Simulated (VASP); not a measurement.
Set up this calculation in VASP 6.6.1, as the native input.

| Item | Value |
| --- | --- |
| Task | single point |
| Functional | PBE |
| Dispersion | D3(BJ) |
| Potentials or basis | VASP PAW PBE potentials, release 64 (Ga_d, As, N) |
| Cutoff | 520 eV |
| k mesh | 7 × 5 × 1 |
| Occupations | gaussian, width 0.05 eV |
| Spin | no spin polarisation |
| Dipole correction | yes |
| Further INCAR settings | ALGO = Normal; EDIFF = 1e-06; NBANDS = 42 |

The structure of Ga3As3N2 lies in POSCAR:

```
Ga3As3N2
1.0
    4.0137031116      0.0000000000      0.0000000000
    0.0000000000      5.6762333758      0.0000000000
    0.0000000000      0.0000000000     22.8852699092
Ga As N
3 3 2
Direct
    0.5000000000      0.5000000000      0.1747849169
    0.0000000000      0.0653835254      0.2732733389
    0.5000000000      0.4894639615      0.3292030243
    0.0000000000      0.2500000000      0.1747849169
    0.5000000000      0.8102208702      0.2554204538
    0.0000000000      0.2887573197      0.3664046761
    0.5000000000      0.2887573197      0.5149718555
    0.5000000000      0.2887573197      0.5630377077
```

One way to write it, as run:

INCAR

```
SYSTEM = Ga3As3N2
PREC = Accurate
ENCUT = 520
EDIFF = 1E-6
ISMEAR = 0
SIGMA = 0.05
LREAL = .FALSE.
LASPH = .TRUE.
NELM = 60
ALGO = Normal
ISIF = 2
LWAVE = .FALSE.
LCHARG = .FALSE.
LDIPOL = .TRUE.
IDIPOL = 3
DIPOL = 0.5 0.5 0.331
GGA = PE
IVDW = 12
NBANDS = 42
```

KPOINTS

```
Automatic mesh
0
G
  7 5 1
  0 0 0
```

Potentials or basis: VASP PAW PBE potentials, release 64 (Ga_d, As, N).

The run is started by

```sh
$ cat potpaw_PBE.64/Ga_d/POTCAR potpaw_PBE.64/As/POTCAR potpaw_PBE.64/N/POTCAR > POTCAR
$ mpirun -np 1 vasp_std > vasp.out
```

Results of the run:

```json
{
 "Largest force": "2.149 eV/Å",
 "Band gap on the k mesh": "0.40 eV (least direct gap 0.75 eV)",
 "Dispersion energy per atom": "-0.158 eV"
}
```

Caveat: the standard files for N, O and F lose accuracy on very short bonds.

It took 6.9 min on 1 thread of Intel(R) Xeon(R) Platinum 8488C (Sapphire Rapids), on a shared host, peak memory 0.62 GiB.
